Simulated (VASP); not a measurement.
# TePbS4: single point with r2SCAN

The system is TePbS4.

```
CELL_PARAMETERS angstrom
7.73006 0.00000 0.00000
0.00000 4.27364 2.38814
0.00000 -4.27364 2.38814
ATOMIC_POSITIONS crystal
Te 0.50000 0.82694 0.82694
Pb 0.00000 0.59048 0.59048
S 0.75085 0.04571 0.60977
S 0.24915 0.60977 0.04571
S 0.75085 0.60977 0.04571
S 0.24915 0.04571 0.60977
```

| Item | Value |
| --- | --- |
| Program | VASP 6.6.1 |
| Task | single point |
| Functional | r2SCAN |
| Potentials or basis | VASP PAW PBE potentials, release 64 (Te, Pb_d, S) |
| Cutoff | 520 eV |
| k mesh | 4 × 8 × 8 |
| Occupations | gaussian, width 0.1 eV |
| Spin | no spin polarisation |
| Dipole correction | no |
| Further INCAR settings | ALGO = Normal; EDIFF = 1e-06; NBANDS = 31 |

- Pressure: -1.1 GPa
- Largest force: 0.028 eV/Å
- Band gap on the k mesh: zero (bands 22 and 23 overlap by 0.12 eV)

Forces in eV/Å, atoms in the order of the input:
```
Te   0.000  0.000  0.007
Pb   0.000  0.000  0.028
S   -0.011 -0.018 -0.009
S    0.011  0.018 -0.009
S   -0.011  0.018 -0.009
S    0.011 -0.018 -0.009
```

Stress tensor (GPa, compression positive):
```
-1.16  0.00  0.00
 0.00 -1.07  0.00
 0.00  0.00 -1.10
```

Levels at points of the mesh, in eV from the Fermi level:
```
           k point  band 20  band 21  band 22  band 23  band 24  band 25
(0.00, 0.00, 0.00)    -1.63    -1.03    -0.28     1.78     2.42     2.74
(0.50, 0.00, 0.00)    -1.15    -1.14    -0.94     1.53     2.36     2.78
(0.00, 0.50, 0.00)    -0.86    -0.26    -0.13    -0.02     0.16     1.41
(0.50, 0.50, 0.00)    -0.58    -0.22    -0.11    -0.06     0.08     1.66
(0.00, 0.50, 0.50)    -1.15    -0.76    -0.52     1.16     2.66     3.25
(0.50, 0.50, 0.50)    -0.90    -0.51    -0.06     2.40     2.76     3.14
```

It took 6.2 min on 1 thread of Intel(R) Xeon(R) 6975P-C (Granite Rapids), on a shared host, peak memory 0.49 GiB.

Caveat: semilocal functionals underestimate gaps, and a narrow one can read as zero; the PAW data sets were made with another functional, which shifts forces and pressure a little; spin-orbit coupling is left out, which moves the levels of the heavy elements.
